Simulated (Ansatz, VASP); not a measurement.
# One calculation of ZnO, two programs

```xyz
2
Lattice="4.9341 0.0000 0.0000 -2.4670 4.2730 0.0000 0.0000 0.0000 3.4590" Properties=species:S:1:pos:R:3 pbc="T T T"
Zn    0.0000    0.0000    0.0000
O     0.0000    0.0000    1.7295
```

Alike in both runs: functional PBE; k mesh 6 × 6 × 8; occupations gaussian, width 0.02 eV; no spin polarisation.

Ansatz relaxed the structure, and its values are those at the end. VASP's run is a single point on that final structure, the one shown.

|  | VASP | Ansatz |
| --- | --- | --- |
| version | VASP 6.6.1 | Ansatz 0.2.0 |
| potentials or method | VASP PAW PBE potentials, release 64 (Zn, O), cutoff 520 eV | scalar-relativistic, plane waves, PAW |
| valence electrons in the cell | 18 | 18 |

```csv
,VASP,Ansatz,Ansatz less VASP
gap on the k mesh at the Fermi level (eV),1.80,1.80,+0.002
least direct gap on the mesh (eV),3.27,3.29,+0.018
pressure (GPa),0.5,0.0,-0.46
```

The functional is the same, so the differences come from potentials, cutoffs and numerics.
